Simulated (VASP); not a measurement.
# Ba3TaGa3Si2O14 (P321) in VASP: single point with PBE

Aim: the single point of Ba3TaGa3Si2O14 with PBE.

Everything below comes from runs of VASP 6.6.1. Logs are shortened: lines on timing, memory, paths and dates and some standing lists are left out, and cuts for length are marked.

### 1 The cell of the first run

Symmetry: P321, No. 150, trigonal system. Conventional cell: a = 8.515 Å, b = 8.515 Å, c = 5.192 Å, α = 90.00°, β = 90.00°, γ = 120.00°. Within 4.5 Å of Ba (site symmetry 2) lie 18 O at 2.66 to 4.42 Å and 4 Si at 3.54 to 3.70 Å and 1 Ta at 3.68 Å and 6 Ga at 3.72 to 4.12 Å and 4 Ba at 4.37 Å. Within 2.6 Å of Ta (site symmetry 32) lie 6 O at 1.99 Å. Within 2.4 Å of Ga (site symmetry 2) lie 4 O at 1.84 to 1.88 Å. Within 2.1 Å of Si (site symmetry 3) lie 4 O at 1.60 to 1.66 Å. O (site symmetry 3) has 1 Si at 1.60 Å within 2.1 Å. O (site symmetry 1) has 1 Si at 1.66 Å and 1 Ga at 1.88 Å within 2.2 Å. Within 2.4 Å of O (site symmetry 1) lie 1 Ga at 1.84 Å and 1 Ta at 1.99 Å.

### 2 Single point, PBE

Contents of INCAR:

```
SYSTEM = Ba3TaGa3Si2O14
  PREC = Accurate
  ENCUT = 520
  EDIFF = 1E-7
  ISMEAR = -1
  SIGMA = 0.02
  LREAL = Auto
  LASPH = .TRUE.
  NELM = 100
  ALGO = Normal
  ISIF = 2
  LWAVE = .FALSE.
  LCHARG = .FALSE.
  GGA = PE
  NBANDS = 103
```

Contents of KPOINTS:

```
Automatic mesh
0
G
  4 4 5
  0 0 0
```

Contents of POSCAR:

```
Ba3TaGa3Si2O14
1.0
    8.5150000000      0.0000000000      0.0000000000
   -4.2575000000      7.3742063132      0.0000000000
    0.0000000000      0.0000000000      5.1920000000
Ba Ta Ga Si O
3 1 3 2 14
Direct
    0.4320101750      0.0000000000      0.0000000000
    0.0000000000      0.4320101750      0.0000000000
    0.5679898250      0.5679898250      0.0000000000
    0.0000000000      0.0000000000      0.0000000000
    0.7456303988      0.0000000000      0.5000000000
    0.0000000000      0.7456303988      0.5000000000
    0.2543696012      0.2543696012      0.5000000000
    0.3333333333      0.6666666667      0.4778901980
    0.6666666667      0.3333333333      0.5221098020
    0.3333333333      0.6666666667      0.7866814435
    0.6666666667      0.3333333333      0.2133185565
    0.4735689118      0.2979667022      0.6516391231
    0.7020332978      0.1756022095      0.6516391231
    0.8243977905      0.5264310882      0.6516391231
    0.2979667022      0.4735689118      0.3483608769
    0.1756022095      0.7020332978      0.3483608769
    0.5264310882      0.8243977905      0.3483608769
    0.2186292229      0.1037450069      0.2260522240
    0.8962549931      0.1148842161      0.2260522240
    0.8851157839      0.7813707771      0.2260522240
    0.1037450069      0.2186292229      0.7739477760
    0.1148842161      0.8962549931      0.7739477760
    0.7813707771      0.8851157839      0.7739477760
```

Potentials or basis: VASP PAW PBE potentials, release 64 (Ba_sv, Ta_pv, Ga_d, Si, O).

Started as:

```sh
$ cat potpaw_PBE.64/Ba_sv/POTCAR potpaw_PBE.64/Ta_pv/POTCAR potpaw_PBE.64/Ga_d/POTCAR potpaw_PBE.64/Si/POTCAR potpaw_PBE.64/O/POTCAR > POTCAR
$ mpirun -np 1 vasp_std > vasp.out
```

OUTCAR:

```text
SYSTEM = Ba3TaGa3Si2O14
   PREC = Accurate
   ENCUT = 520
   EDIFF = 1E-7
   ISMEAR = -1
   LREAL = Auto
   LASPH = .TRUE.
   NELM = 100
   ISIF = 2
   GGA = PE

 ion  position               nearest neighbor table
   1  0.432  0.000  0.000-  22 2.66  18 2.66  17 2.71  13 2.71  10 2.76  11 2.76  12 2.99  16 2.99
                             8 3.54   9 3.54   4 3.68   8 3.70   9 3.70   5 3.72   5 3.72   3 4.37
   2  0.000  0.432  0.000-  19 2.66  21 2.66  14 2.71  16 2.71  11 2.76  10 2.76  15 2.99  13 2.99
                             9 3.54   8 3.54   4 3.68   9 3.70   8 3.70   6 3.72   6 3.72   1 4.37
   3  0.568  0.568  0.000-  23 2.66  20 2.66  12 2.71  15 2.71  11 2.76  10 2.76  17 2.99  14 2.99
                             9 3.54   8 3.54   4 3.68   9 3.70   8 3.70   7 3.72   7 3.72   1 4.37
   4  0.000  0.000  0.000-  21 1.99  18 1.99  20 1.99  23 1.99  19 1.99  22 1.99   2 3.68   3 3.68
                             1 3.68
   5  0.746  0.000  0.500-  19 1.84  23 1.84  13 1.88  17 1.88   1 3.72   1 3.72
   6  0.000  0.746  0.500-  22 1.84  20 1.84  16 1.88  14 1.88   2 3.72   2 3.72
   7  0.254  0.254  0.500-  18 1.84  21 1.84  15 1.88  12 1.88   3 3.72   3 3.72
   8  0.333  0.667  0.478-  10 1.60  15 1.66  17 1.66  16 1.66   1 3.54   2 3.54   3 3.54   1 3.70
                             2 3.70   3 3.70
   9  0.667  0.333  0.522-  11 1.60  14 1.66  13 1.66  12 1.66   2 3.54   1 3.54   3 3.54   2 3.70
                             1 3.70   3 3.70
  10  0.333  0.667  0.787-   8 1.60   1 2.76   2 2.76   3 2.76
  11  0.667  0.333  0.213-   9 1.60   2 2.76   1 2.76   3 2.76
  12  0.474  0.298  0.652-   9 1.66   7 1.88   3 2.71   1 2.99
  13  0.702  0.176  0.652-   9 1.66   5 1.88   1 2.71   2 2.99
  14  0.824  0.526  0.652-   9 1.66   6 1.88   2 2.71   3 2.99
  15  0.298  0.474  0.348-   8 1.66   7 1.88   3 2.71   2 2.99
  16  0.176  0.702  0.348-   8 1.66   6 1.88   2 2.71   1 2.99
  17  0.526  0.824  0.348-   8 1.66   5 1.88   1 2.71   3 2.99
  18  0.219  0.104  0.226-   7 1.84   4 1.99   1 2.66
  19  0.896  0.115  0.226-   5 1.84   4 1.99   2 2.66
  20  0.885  0.781  0.226-   6 1.84   4 1.99   3 2.66
  21  0.104  0.219  0.774-   7 1.84   4 1.99   2 2.66
  22  0.115  0.896  0.774-   6 1.84   4 1.99   1 2.66
  23  0.781  0.885  0.774-   5 1.84   4 1.99   3 2.66

  LATTYP: Found a hexagonal cell.
 ALAT       =     8.5150000000
 C/A-ratio  =     0.6097475044

  Lattice vectors:

 A1 = (   8.5150000000,   0.0000000000,   0.0000000000)
 A2 = (  -4.2575000000,   7.3742063132,   0.0000000000)
 A3 = (   0.0000000000,   0.0000000000,   5.1920000000)

Analysis of symmetry for initial positions (statically):
=====================================================================
 Subroutine PRICEL returns:
 Original cell was already a primitive cell.

 Routine SETGRP: Setting up the symmetry group for a
 hexagonal supercell.

 Subroutine GETGRP returns: Found  6 space group operations
 (whereof  6 operations were pure point group operations)
 out of a pool of 24 trial point group operations.

The static configuration has the point symmetry D_3 .

Analysis of symmetry for dynamics (positions and initial velocities):
=====================================================================
 Subroutine PRICEL returns:
 Original cell was already a primitive cell.

 Routine SETGRP: Setting up the symmetry group for a
 hexagonal supercell.

 Subroutine GETGRP returns: Found  6 space group operations
 (whereof  6 operations were pure point group operations)
 out of a pool of 24 trial point group operations.

The dynamic configuration has the point symmetry D_3 .

 Subroutine INISYM returns: Found  6 space group operations
 (whereof  6 operations are pure point group operations),
 and found     1 'primitive' translations

----------------------------------------------------------------------------------------

                                     Primitive cell

  volume of cell :     326.0128

  direct lattice vectors                    reciprocal lattice vectors
     8.515000000  0.000000000  0.000000000     0.117439812  0.067803907  0.000000000
    -4.257500000  7.374206313  0.000000000     0.000000000  0.135607814  0.000000000
     0.000000000  0.000000000  5.192000000     0.000000000  0.000000000  0.192604006

  length of vectors
     8.515000000  8.515000000  5.192000000     0.135607814  0.135607814  0.192604006

  position of ions in fractional coordinates (direct lattice)
     0.432010175  0.000000000  0.000000000
     1.000000000  0.432010175  0.000000000
     0.567989825  0.567989825  0.000000000
     0.000000000  0.000000000  0.000000000
     0.745630399  0.000000000  0.500000000
     1.000000000  0.745630399  0.500000000
[... 15 lines left out ...]
     0.114884216  0.896254993  0.773947776
     0.781370777  0.885115784  0.773947776

  ion indices of the primitive-cell ions
   primitive index   ion index
                 1           1
                 2           2
                 3           3
                 4           4
                 5           5
                 6           6
[... 15 lines left out ...]
                22          22
                23          23

----------------------------------------------------------------------------------------

 KPOINTS: Automatic mesh

Automatic generation of k-mesh.
 Grid dimensions read from file:
 generate k-points for:    4    4    5

 Generating k-lattice:

  Cartesian coordinates                     Fractional coordinates (reciprocal lattice)
     0.029359953  0.016950977  0.000000000     0.250000000 -0.000000000  0.000000000
     0.000000000  0.033901954  0.000000000     0.000000000  0.250000000  0.000000000
     0.000000000  0.000000000  0.038520801     0.000000000  0.000000000  0.200000000

  Length of vectors
     0.033901954  0.033901954  0.038520801

  Shift w.r.t. Gamma in fractional coordinates (k-lattice)
     0.000000000  0.000000000  0.000000000

 Subroutine IBZKPT returns following result:
 ===========================================

 Found     14 irreducible k-points:

 Following reciprocal coordinates:
            Coordinates               Weight
  0.000000  0.000000  0.000000      1.000000
  0.250000  0.000000  0.000000      6.000000
  0.500000  0.000000  0.000000      3.000000
  0.250000  0.250000  0.000000      6.000000
  0.000000  0.000000  0.200000      2.000000
  0.250000  0.000000  0.200000      6.000000
  0.000000  0.250000  0.200000      6.000000
  0.500000  0.000000  0.200000      6.000000
  0.250000  0.250000  0.200000     12.000000
  0.000000  0.000000  0.400000      2.000000
  0.250000  0.000000  0.400000      6.000000
  0.000000  0.250000  0.400000      6.000000
  0.500000  0.000000  0.400000      6.000000
  0.250000  0.250000  0.400000     12.000000
   k-points           NKPTS =     14   k-points in BZ     NKDIM =     14   number of bands    NBANDS=    103
   number of dos      NEDOS =    301   number of ions     NIONS =     23
   total plane-waves  NPLWV = 163840
   dimension x,y,z NGX =    64 NGY =   64 NGZ =   40
   dimension x,y,z NGXF=   128 NGYF=  128 NGZF=   80
   ions per type =               3   1   3   2  14
   NGX,Y,Z   is equivalent  to a cutoff of  12.50, 12.50, 12.81 a.u.
   NGXF,Y,Z  is equivalent  to a cutoff of  24.99, 24.99, 25.62 a.u.
 SYSTEM =  Ba3TaGa3Si2O14
   PREC   = accura    normal or accurate (medium, high low for compatibility)
   ISTART =      0    job   : 0-new  1-cont  2-samecut
   ICHARG =      2    charge: 1-file 2-atom 10-const
   ISPIN  =      1    spin polarized calculation?
   LNONCOLLINEAR =      F non collinear calculations
   LSORBIT =      F    spin-orbit coupling
   LASPH  =      T    aspherical Exc in radial PAW
   ENCUT  =  520.0 eV  38.22 Ry    6.18 a.u.  15.83 15.83  9.65*2*pi/ulx,y,z
   NELM   =    100;   NELMIN=  2; NELMDL= -5     # of ELM steps
   EDIFF  = 0.1E-06   stopping-criterion for ELM
   LREAL  =      T    real-space projection
   EDIFFG = 0.1E-05   stopping-criterion for IOM
   NSW    =      0    number of steps for IOM
   IBRION =     -1    ionic relax: 0-MD 1-quasi-New 2-CG
   NFREE  =      0    steps in history (QN), initial steepest desc. (CG)
   ISIF   =      2    stress and relaxation
   ISYM   =      2    0-nonsym 1-usesym 2-fastsym
   POTIM  = 0.5000    time-step for ionic-motion
   TEBEG  =    0.0;   TEEND  =   0.0 temperature during run
   PSTRESS=    0.0 pullay stress
   NELECT =     172.0000    total number of electrons
   NUPDOWN=      -1.0000    fix difference up-down
   EMIN   =  10.00;   EMAX   =-10.00  energy-range for DOS
   EFERMI =   0.00;   METHOD = LEGACY
   ISMEAR =    -1;   SIGMA  =   0.02  broadening in eV -4-tet -1-fermi 0-gaus
   EFERMI_NEDOS =   21; number of points for ismear=-14 and -15
   IALGO  =     38    algorithm
   IMIX   =      4    mixing-type and parameters
     AMIX     =   0.40;   BMIX     =  1.00
     AMIX_MAG =   1.60;   BMIX_MAG =  1.00
  volume/ion in A,a.u.               =      14.17        95.65
  Fermi-wavevector in a.u.,A,eV,Ry     =   1.322836  2.499798 23.808779  1.749896
  Thomas-Fermi vector in A             =   2.452488
   LORBIT       =      0    0 simple, 1 ext, 2 COOP (PROOUT), +10 PAW based schemes
   GGA     = PE    functional components
[... 5 lines left out ...]
 non-spin polarized calculation
  energy-cutoff  :      520.00
  volume of cell :      326.01
 maximum number of plane-waves:      8815
 NGX is ok and might be reduce to    64
   NGX = 31   NGY = 31   NGZ = 19

 number of electron     172.0000027 magnetization

 Free energy of the ion-electron system (eV)
  ---------------------------------------------------
  ext. energy  EPLUGINS =         0.00000000
  ---------------------------------------------------
  free energy    TOTEN  =      -167.21945959 eV

  energy without entropy =     -167.21945959  energy(sigma->0) =     -167.21945959

 E-fermi :   2.2913     XC(G=0): -10.1286

 val. band max:        1.7450723983   @ k =   0.2500   0.2500   0.0000
 cond. band min:       5.6205706238   @ k =   0.0000   0.0000   0.0000
 fundamental gap:      3.8754982255
 Fermi energy:         2.2913396279

 k-point     1 :       0.0000    0.0000    0.0000
  band No.  band energies     occupation
      1     -31.8902      2.00000
      2     -31.8902      2.00000
      3     -31.8151      2.00000
      4     -22.6496      2.00000
      5     -22.5922      2.00000
      6     -22.5922      2.00000
[... 1403 lines left out ...]
     97       9.1409      0.00000
     98       9.3028      0.00000
 [bands above 98 left out]

------------------------ aborting loop because EDIFF is reached ----------------------------------------

  FORCE on cell =-STRESS in cart. coord.  units (eV):
  Direction    XX          YY          ZZ          XY          YZ          ZX
  --------------------------------------------------------------------------------------
  -------------------------------------------------------------------------------------
  Total        8.9338143      8.9338143      8.8931638      0.0000000      0.0000000      0.0000000
  in kB       43.9048889     43.9048889     43.7051136      0.0000000      0.0000000      0.0000000
  external PRESSURE =      43.8382971 kB  Pullay stress =       0.0000000 kB

 VOLUME and BASIS-vectors are now :
 -----------------------------------------------------------------------------
  energy-cutoff  :      520.00
  volume of cell :      326.01
      direct lattice vectors                 reciprocal lattice vectors
     8.515000000  0.000000000  0.000000000     0.117439812  0.067803907  0.000000000
    -4.257500000  7.374206313  0.000000000     0.000000000  0.135607814  0.000000000
     0.000000000  0.000000000  5.192000000     0.000000000  0.000000000  0.192604006

 POSITION                                       TOTAL-FORCE (eV/Angst)
 -----------------------------------------------------------------------------------
      3.67857      0.00000      0.00000         0.047941     -0.000000      0.000000
     -1.83928      3.18573      0.00000        -0.023971      0.041519     -0.000000
      2.41822      4.18847      0.00000        -0.023971     -0.041519      0.000000
      0.00000      0.00000      0.00000        -0.000000     -0.000000      0.000000
      6.34904      0.00000      2.59600         0.026366     -0.000000      0.000000
     -3.17452      5.49843      2.59600        -0.013183      0.022834      0.000000
[... 15 lines left out ...]
     -2.83757      6.60917      4.01834        -0.015186     -0.030899     -0.043446
      2.88499      6.52703      4.01834        -0.019167      0.028601     -0.043446
 -----------------------------------------------------------------------------------
    total drift:                               -0.000002     -0.000004      0.000000

  FREE ENERGIE OF THE ION-ELECTRON SYSTEM (eV)
  ---------------------------------------------------
  free  energy   TOTEN  =      -167.2194595854 eV

  energy  without entropy=     -167.2194595854  energy(sigma->0) =     -167.21945959
```

Wall time 26 min (1 thread of Intel Xeon 8259CL, shared host); peak memory 0.62 GiB.

What came out:

```yaml
Free_energy: -167.2195 eV
Pressure: 4.4 GPa
Largest_force: 0.055 eV/Å
Band_gap_on_the_k_mesh: 3.88 eV (least direct gap 3.96 eV)
```

Forces on the atoms (eV/Å):
```
Ba   0.048  0.000  0.000
Ba  -0.024  0.042  0.000
Ba  -0.024 -0.042  0.000
Ta   0.000  0.000  0.000
Ga   0.026  0.000  0.000
Ga  -0.013  0.023  0.000
Ga  -0.013 -0.023  0.000
Si   0.000  0.000 -0.023
Si   0.000  0.000  0.023
O    0.000  0.000  0.009
O    0.000  0.000 -0.009
O   -0.001 -0.027 -0.028
O    0.024  0.012 -0.028
O   -0.023  0.015 -0.028
O   -0.023 -0.015  0.028
O   -0.001  0.027  0.028
O    0.024 -0.012  0.028
O   -0.015  0.031  0.043
O   -0.019 -0.029  0.043
O    0.034 -0.002  0.043
O    0.034  0.002 -0.043
O   -0.015 -0.031 -0.043
O   -0.019  0.029 -0.043
```

Levels at points of the mesh, in eV from the valence-band top:
| k point | band 83 | band 84 | band 85 | band 86 | band 87 | band 88 | band 89 | band 90 |
| --- | --- | --- | --- | --- | --- | --- | --- | --- |
| (0.00, 0.00, 0.00) | -0.22 | -0.17 | -0.17 | -0.09 | 3.88 | 4.93 | 4.93 | 5.03 |
| (0.50, 0.00, 0.00) | -0.30 | -0.19 | -0.16 | 0.00 | 4.20 | 4.87 | 4.88 | 5.69 |

Caveat: the cell stands under pressure; spin-orbit coupling is left out, which moves the levels of the heavy elements; an odd mesh through Γ misses points on the zone boundary, where band edges can lie.
